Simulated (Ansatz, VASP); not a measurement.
One calculation of CsBr, two programs

```
CELL_PARAMETERS angstrom
4.30133 0.00000 0.00000
0.00000 4.30133 0.00000
0.00000 0.00000 4.30133
ATOMIC_POSITIONS crystal
Cs 0.00000 0.00000 0.00000
Br 0.50000 0.50000 0.50000
```

Alike in both runs: task single point; functional PBE; k mesh 6 × 6 × 6; no spin polarisation.

|  | VASP | Ansatz |
| --- | --- | --- |
| version | VASP 6.6.1 | Ansatz 0.2.0 |
| potentials or method | VASP PAW PBE potentials, release 64 (Cs_sv, Br) | plane waves, PAW |
| plane-wave cutoff (eV) | 500 | 420 |
| occupations | gaussian, width 0.01 eV | fixed |
| valence electrons in the cell | 16 | 16 |

Ansatz gave:

```
gap on the k mesh at the Fermi level (eV) : 4.49
pressure (GPa)                            : 0.9
```

Task: Estimate VASP's values.

Result: gap on the k mesh at the Fermi level (eV): 4.48; pressure (GPa): 0.9.

Neither program's run includes spin-orbit coupling.
